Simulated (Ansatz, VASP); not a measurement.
HfCl4F in VASP and in Ansatz

```
Hf Cl F
1.0
     0.00000    3.86217    3.86217
     3.86217    0.00000    3.86217
     3.86217    3.86217    0.00000
Hf Cl F
1 4 1
Direct
  0.75000 0.75000 0.75000
  0.62443 0.12519 0.12519
  0.12519 0.12519 0.12519
  0.12519 0.62443 0.12519
  0.12519 0.12519 0.62443
  0.50000 0.50000 0.50000
```

Change from the starting cell: species swapped into the DyCdNi4 type (F-43m, No. 216).

Alike in both runs: task relaxation of cell and atoms; functional PBE; k mesh 8 × 8 × 8; occupations gaussian, width 0.1 eV; no spin polarisation.

|  | VASP | Ansatz |
| --- | --- | --- |
| version | VASP 6.6.1 | Ansatz 0.2.0 |
| potentials or method | VASP PAW PBE potentials, release 64 (Hf_pv, Cl, F), cutoff 600 eV | scalar-relativistic, plane waves, PAW |
| valence electrons in the cell | 45 | 61 |

Ansatz gave:

| Property | Result |
| --- | --- |
| gap on the k mesh at the Fermi level, each at its own relaxed structure (eV) | none |
| relaxed volume (Å³/atom) | 19.23 |
| relaxed length of the cell vector where the two differ most in proportion (Å) | 5.465 |

Question: What did VASP give for the same quantities?

Answer: gap on the k mesh at the Fermi level, each at its own relaxed structure (eV): none; relaxed volume (Å³/atom): 19.12; relaxed length of the cell vector where the two differ most in proportion (Å): 5.454.

A gap of «none» marks a metal or a gap that the smearing closes. VASP's potentials hold 45 valence electrons a cell and Ansatz's 61, so a difference there can come from the potentials and not from the codes.

Neither program's run includes spin-orbit coupling.
